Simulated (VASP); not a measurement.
Here is a VASP 6.6.1 calculation.

File INCAR:

```
SYSTEM = Ge3P4
PREC = Accurate
ENCUT = 520
EDIFF = 1E-7
ISMEAR = 0
SIGMA = 0.1
LREAL = .FALSE.
LASPH = .TRUE.
NELM = 100
ALGO = Normal
ISIF = 2
LWAVE = .FALSE.
LCHARG = .TRUE.
GGA = PE
LELF = .TRUE.
LVHAR = .TRUE.
NBANDS = 75
```

Contents of KPOINTS:

```
regular mesh
0
G
  4 4 4
  0 0 0
```

File POSCAR:

```
Ge3P4
1.0
   -3.3083103000      3.3083103000      5.4183985900
    3.3083103000     -3.3083103000      5.4183985900
    3.3083103000      3.3083103000     -5.4183985900
Ge P
6 8
Direct
    0.0000000000      0.0000000000      0.0000000000
    0.7500000000      0.2500000000      0.5000000000
    0.8750000000      0.6250000000      0.2500000000
    0.3750000000      0.6250000000      0.2500000000
    0.3750000000      0.6250000000      0.7500000000
    0.3750000000      0.1250000000      0.7500000000
    0.6061000200      0.3839000000      0.2222000200
    0.1339000000      0.4116999800      0.2777999800
    0.1616999800      0.3839000000      0.7777999800
    0.1339000000      0.8561000200      0.7222000200
    0.1438999800      0.8661000000      0.2777999800
    0.6161000000      0.3938999800      0.7777999800
    0.5883000200      0.8661000000      0.7222000200
    0.6161000000      0.8383000200      0.2222000200
```

Potentials or basis: VASP PAW PBE potentials, release 64 (Ge_d, P).

Command:

```bash
$ cat potpaw_PBE.64/Ge_d/POTCAR potpaw_PBE.64/P/POTCAR > POTCAR
$ mpirun -np 1 vasp_std > vasp.out
```

Question: What does it give for the pressure?

Answer: 23.6 GPa.

Question: Predict the largest force.

Answer: 3.413 eV/Å.

Question: What does it give for the band gap on the k mesh?

Answer: Zero (band 62 reaches 7.98 eV, above the bottom of band 63 at 7.42 eV).

Stress tensor (GPa, compression positive):
```
33.68  0.00  0.00
 0.00 33.68  0.00
 0.00  0.00  3.34
```

Caveat: forces of over 1 eV/Å act on the atoms, so gaps and moduli don't describe the material at rest.
